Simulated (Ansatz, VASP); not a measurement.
## One calculation of AlN, two programs

```
CELL_PARAMETERS angstrom
-3.10667 0.00000 0.00000
0.00000 0.00000 -4.97840
0.00000 -5.38090 0.00000
ATOMIC_POSITIONS crystal
Al 0.45976 0.99831 0.16667
Al 0.95976 0.99831 0.66667
Al 0.04024 0.49831 0.33333
Al 0.54024 0.49831 0.83333
N 0.53532 0.61669 0.16667
N 0.03532 0.61669 0.66667
N 0.96468 0.11669 0.33333
N 0.46468 0.11669 0.83333
```

Change from the starting cell: mode 5 (249.4 1/cm) frozen in, largest displacement +0.125 Å.

Alike in both runs: task single point; functional r2SCAN; k mesh 8 × 6 × 4; occupations gaussian, width 0.05 eV; no spin polarisation.

```csv
,VASP,Ansatz
version,VASP 6.6.1,Ansatz 0.2.0
potentials or method,"VASP PAW PBE potentials, release 64 (Al, N), cutoff 520 eV","scalar-relativistic, plane waves, PAW"
valence electrons in the cell,32,32
```

Ansatz gave:

```
gap on the k mesh at the Fermi level (eV)                     : 4.69
least direct gap on the mesh (eV)                             : 4.69
pressure (GPa)                                                : -0.4
traceless stress, the component that is largest in VASP (GPa) : -1.12
rms of the force components (eV/Å)                            : 0.352
```

Question: Estimate VASP's values.

Answer: gap on the k mesh at the Fermi level (eV): 4.73; least direct gap on the mesh (eV): 4.73; pressure (GPa): -0.8; traceless stress, the component that is largest in VASP (GPa): -1.12; rms of the force components (eV/Å): 0.354.

VASP's potentials were made for PBE, not for r2SCAN. Atom by atom the forces differ by 0.002 eV/Å (rms over components). With one functional, cell and mesh, what is left measures potentials, basis and numerics.
